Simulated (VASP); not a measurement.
# Re (Pm-3n) in VASP: a series of runs, part 2 of 2

VASP 6.6.1. Earlier steps stand in the parts before.

**4. Relaxation of cell and atoms, PBEsol**

This run uses another cell than the first one, of 14.82 Å³/atom, 0.987 times its volume.

INCAR

```
PREC = Accurate
ENCUT = 600
EDIFF = 1E-7
ISMEAR = 0
SIGMA = 0.1
LREAL = False
LASPH = True
NELM = 100
ALGO = Normal
ISIF = 3
LWAVE = False
LCHARG = False
GGA = PS
IBRION = 2
NSW = 100
EDIFFG = -0.01
```

KPOINTS

```
regular mesh
0
Gamma
  8 8 8
```

POSCAR

```
Re
1.0
    4.9127145473      0.0000000000      0.0000000000
    0.0000000000      4.9127145473      0.0000000000
    0.0000000000      0.0000000000      4.9127145473
Re
8
Direct
    0.5000000000      0.5000000000      0.5000000000
    0.0000000000      0.0000000000      0.0000000000
    0.2500000000      0.0000000000      0.5000000000
    0.5000000000      0.2500000000      0.0000000000
    0.5000000000      0.7500000000      0.0000000000
    0.7500000000      0.0000000000      0.5000000000
    0.0000000000      0.5000000000      0.7500000000
    0.0000000000      0.5000000000      0.2500000000
```

Potentials or basis: VASP PAW PBE potentials, release 64 (Re).

Run with:

```console
$ cat potpaw_PBE.64/Re/POTCAR > POTCAR
$ mpirun -np 1 vasp_std > vasp.out
```

OUTCAR:

```text
PREC = Accurate
   ENCUT = 600
   EDIFF = 1E-7
   ISMEAR = 0
   LREAL = False
   LASPH = True
   NELM = 100
   ISIF = 3
   GGA = PS
   IBRION = 2
   NSW = 100
   EDIFFG = -0.01

 ion  position               nearest neighbor table
   1  0.500  0.500  0.500-   3 2.75   4 2.75   5 2.75   6 2.75   7 2.75   8 2.75   4 2.75   5 2.75
                             3 2.75   6 2.75   7 2.75   8 2.75
   2  0.000  0.000  0.000-   3 2.75   4 2.75   5 2.75   6 2.75   7 2.75   8 2.75   3 2.75   6 2.75
                             7 2.75   8 2.75   4 2.75   5 2.75
   3  0.250  0.000  0.500-   6 2.46   6 2.46   1 2.75   2 2.75   1 2.75   2 2.75   8 3.01   5 3.01
                             4 3.01   5 3.01   4 3.01   7 3.01   8 3.01   7 3.01
   4  0.500  0.250  0.000-   5 2.46   5 2.46   1 2.75   1 2.75   2 2.75   2 2.75   8 3.01   3 3.01
                             3 3.01   6 3.01   6 3.01   7 3.01   7 3.01   8 3.01
   5  0.500  0.750  0.000-   4 2.46   4 2.46   1 2.75   1 2.75   2 2.75   2 2.75   8 3.01   3 3.01
                             3 3.01   6 3.01   6 3.01   7 3.01   7 3.01   8 3.01
   6  0.750  0.000  0.500-   3 2.46   3 2.46   1 2.75   2 2.75   1 2.75   2 2.75   8 3.01   4 3.01
                             4 3.01   5 3.01   5 3.01   7 3.01   8 3.01   7 3.01
   7  0.000  0.500  0.750-   8 2.46   8 2.46   1 2.75   2 2.75   2 2.75   1 2.75   3 3.01   4 3.01
                             5 3.01   3 3.01   6 3.01   6 3.01   4 3.01   5 3.01
   8  0.000  0.500  0.250-   7 2.46   7 2.46   1 2.75   2 2.75   2 2.75   1 2.75   3 3.01   4 3.01
                             5 3.01   3 3.01   6 3.01   6 3.01   4 3.01   5 3.01

  LATTYP: Found a simple cubic cell.
 ALAT       =     4.9127145473

  Lattice vectors:

 A1 = (   4.9127145473,   0.0000000000,   0.0000000000)
 A2 = (   0.0000000000,   4.9127145473,   0.0000000000)
 A3 = (   0.0000000000,   0.0000000000,   4.9127145473)

Analysis of symmetry for initial positions (statically):
=====================================================================
 Subroutine PRICEL returns:
 Original cell was already a primitive cell.

 Routine SETGRP: Setting up the symmetry group for a
 simple cubic supercell.

 Subroutine GETGRP returns: Found 48 space group operations
 (whereof 24 operations were pure point group operations)
[... 156 lines left out ...]
   LHFCALC =     F    Hartree Fock is set to
   AEXX    =    0.0000 exact exchange contribution
   IVDW    =     0    specifies the selected vdW correction
   LEPSILON=     F    determine dielectric tensor
   LRPA    =     F    only Hartree local field effects (RPA)
 conjugate gradient relaxation of ions
 non-spin polarized calculation
 Gauss-broadening in eV      SIGMA  =   0.10
  energy-cutoff  :      600.00
  volume of cell :      118.57
 maximum number of plane-waves:      3980
 NGX is ok and might be reduce to    40
   NGX = 19   NGY = 19   NGZ = 19

--------------------------------------- Ionic step        1  -------------------------------------------

 number of electron      56.0000011 magnetization

 Free energy of the ion-electron system (eV)
  ---------------------------------------------------
  ext. energy  EPLUGINS =         0.00000000
  ---------------------------------------------------
  free energy    TOTEN  =      -105.52496181 eV

  energy without entropy =     -105.47808545  energy(sigma->0) =     -105.50152363

------------------------ aborting loop because EDIFF is reached ----------------------------------------

  FORCE on cell =-STRESS in cart. coord.  units (eV):
  Direction    XX          YY          ZZ          XY          YZ          ZX
  --------------------------------------------------------------------------------------
  -------------------------------------------------------------------------------------
  Total       -1.0925005     -1.0925005     -1.0925005     -0.0000000      0.0000000     -0.0000000
  in kB      -14.7627620    -14.7627620    -14.7627620     -0.0000000      0.0000000     -0.0000000
  external PRESSURE =     -14.7627620 kB  Pullay stress =       0.0000000 kB
[... 71 lines left out ...]
--------------------------------------- Ionic step        3  -------------------------------------------

 number of electron      56.0000010 magnetization

 Free energy of the ion-electron system (eV)
  ---------------------------------------------------
  ext. energy  EPLUGINS =         0.00000000
  ---------------------------------------------------
  free energy    TOTEN  =      -105.52708756 eV

  energy without entropy =     -105.48059175  energy(sigma->0) =     -105.50383966

 E-fermi :   8.3985     XC(G=0): -13.7868

 val. band max:        8.3947816708   @ k =   0.2500   0.1250   0.0000
 cond. band min:       8.4001262198   @ k =   0.3750   0.0000   0.0000
 fundamental gap:      0.0053445490
 Fermi energy:         8.3985402126

 k-point     1 :       0.0000    0.0000    0.0000
  band No.  band energies     occupation
      1      -2.1779      2.00000
      2       1.1353      2.00000
      3       1.1353      2.00000
      4       2.2779      2.00000
      5       2.5679      2.00000
      6       2.5679      2.00000
[... 853 lines left out ...]
     32       9.3193      0.00000
     33       9.4302      0.00000

 [... further k-points ...]
[... 5 lines left out ...]
  --------------------------------------------------------------------------------------
  -------------------------------------------------------------------------------------
  Total       -0.0009440     -0.0009440     -0.0009440     -0.0000000     -0.0000000     -0.0000000
  in kB       -0.0128051     -0.0128051     -0.0128051     -0.0000000     -0.0000000     -0.0000000
  external PRESSURE =      -0.0128051 kB  Pullay stress =       0.0000000 kB
[... 23 lines left out ...]
  FREE ENERGIE OF THE ION-ELECTRON SYSTEM (eV)
  ---------------------------------------------------
  free  energy   TOTEN  =      -105.5270875643 eV

  energy  without entropy=     -105.4805917526  energy(sigma->0) =     -105.50383966

 reached required accuracy - stopping structural energy minimisation
```

OSZICAR:

```text
N       E                     dE             d eps       ncg     rms          rms(c)
DAV:   1     0.127182873006E+04    0.12718E+04   -0.17697E+04  3310   0.226E+03
DAV:   2     0.101047387097E+03   -0.11708E+04   -0.11399E+04  3746   0.185E+03
DAV:   3    -0.722415561137E+02   -0.17329E+03   -0.16706E+03  4409   0.109E+03
[... 40 lines left out ...]
DAV:   6    -0.105527084413E+03   -0.82338E-05   -0.11219E-04  4138   0.171E-01    0.216E-02
DAV:   7    -0.105527086384E+03   -0.19709E-05   -0.15136E-05  4466   0.570E-02    0.621E-03
DAV:   8    -0.105527087379E+03   -0.99498E-06   -0.17152E-06  2555   0.214E-02    0.609E-03
DAV:   9    -0.105527087553E+03   -0.17398E-06   -0.37298E-07  2131   0.749E-03    0.363E-03
DAV:  10    -0.105527087564E+03   -0.11103E-07   -0.17210E-07  2012   0.109E-02
   3 F= -.10552709E+03 E0= -.10550384E+03  d E =-.212575E-02
```

It took 5.6 min on 1 thread of Intel Xeon 6975P-C (Granite Rapids), shared host; peak memory 0.32 GiB.

Results:

```yaml
Free_energy: -105.5271 eV
Relaxed_volume: 14.76 Å³/atom
Relaxed_cell: a = 4.906 Å, b = 4.906 Å, c = 4.906 Å, α = 90.00°, β = 90.00°, γ = 90.00°
Space_group_after_relaxing_to_0.05_Å: Pm-3n (No. 223)
Energy_gained_by_relaxing: 0.3 meV/atom
Ionic_steps: 3
Pressure_after_relaxing: 0.0 GPa
Band_gap_on_the_k_mesh: zero (band 28 reaches 8.86 eV, above the bottom of band 29 at 8.06 eV)
```

The path:
```tsv
step	energy change (eV)	largest force (eV/Å)	pressure (GPa)	volume (Å³)
1	0.0000	0.0000	-1.48	118.57
2	0.0349	0.0000	6.45	116.24
3	-0.0021	0.0000	0.00	118.11
```

Final structure:
```
Re
1.0
     4.90645    0.00000    0.00000
     0.00000    4.90645    0.00000
     0.00000    0.00000    4.90645
Re
8
Direct
  0.50000 0.50000 0.50000
  0.00000 0.00000 0.00000
  0.25000 0.00000 0.50000
  0.50000 0.25000 0.00000
  0.50000 0.75000 0.00000
  0.75000 0.00000 0.50000
  0.00000 0.50000 0.75000
  0.00000 0.50000 0.25000
```

Caveat: the PAW data sets were made with another functional, which shifts forces and pressure a little; spin-orbit coupling is left out, which moves the levels of the heavy elements.

**5. Single point, PBEsol**

This run uses another cell than the first one, of 14.82 Å³/atom, 0.987 times its volume.

INCAR

```
PREC     = Accurate       # precision mode
ENCUT    = 520            # plane-wave cutoff, eV
EDIFF    = 1E-7           # SCF threshold, eV
ISMEAR   = 0              # smearing method
SIGMA    = 0.1            # smearing width, eV
LREAL    = False          # projectors in reciprocal space
LASPH    = True           # aspherical terms in the spheres
NELM     = 100            # most SCF steps
ALGO     = Normal         # electronic algorithm
ISIF     = 2              # what is computed and relaxed
LWAVE    = False          # write WAVECAR
LCHARG   = False          # write CHGCAR
GGA      = PS             # functional
NBANDS   = 38             # bands
```

KPOINTS

```
regular mesh
0
Gamma
  4 4 4
```

POSCAR is that of step 4.

Run with:

```console
$ cat potpaw_PBE.64/Re/POTCAR > POTCAR
$ mpirun -np 1 vasp_std > vasp.out
```

Run time: 47 s. Hardware: 1 thread of Intel Xeon 6975P-C (Granite Rapids), shared host; peak memory 0.24 GiB.

It converged, with:

```yaml
Free_energy: -105.3906 eV
Pressure: -0.7 GPa
Band_gap_on_the_k_mesh: zero (band 28 reaches 8.49 eV, above the bottom of band 29 at 8.05 eV)
```

Levels at points of the mesh, in eV from the Fermi level:
```csv
k point,band 24,band 25,band 26,band 27,band 28,band 29,band 30,band 31,band 32,band 33
"(0.00, 0.00, 0.00)",-1.81,-1.81,0.20,0.20,0.20,0.28,0.28,0.28,0.56,0.56
"(0.50, 0.00, 0.00)",-2.03,-0.78,-0.78,-0.54,-0.54,-0.23,-0.23,0.66,0.66,1.54
"(0.50, 0.50, 0.00)",-1.05,-1.05,-1.00,-0.77,-0.12,-0.11,0.78,0.85,1.10,1.10
"(0.50, 0.50, 0.50)",-2.59,-0.01,-0.01,-0.01,-0.01,-0.01,-0.01,1.69,1.69,1.69
```

Caveat: the PAW data sets were made with another functional, which shifts forces and pressure a little; spin-orbit coupling is left out, which moves the levels of the heavy elements.

**6. The runs side by side**

```csv
task,cell,k mesh,cutoff (eV),gap on the mesh (eV),pressure (GPa),relaxed volume (Å³/atom)
relaxation of cell and atoms,"relaxed from a = 4.934 Å, 8 atoms",4 × 4 × 4,600,none,-0.1,14.80
single point,"a = 4.907 Å, 8 atoms",8 × 8 × 8,520,none,-0.3,-
relaxation of cell and atoms,"relaxed from a = 4.913 Å, 8 atoms",8 × 8 × 8,600,none,0.0,14.76
single point,"a = 4.913 Å, 8 atoms",4 × 4 × 4,520,none,-0.7,-
```

Alike in all rows: level PBEsol; potentials or basis VASP PAW PBE potentials, release 64 (Re); no spin polarisation; smearing gaussian 0.1 eV.

Caveats: the PAW data sets were made with another functional, which shifts forces and pressure a little; spin-orbit coupling is left out, which moves the levels of the heavy elements.

Total energies depend on the potentials used, so only differences within one code and one set of settings carry meaning.
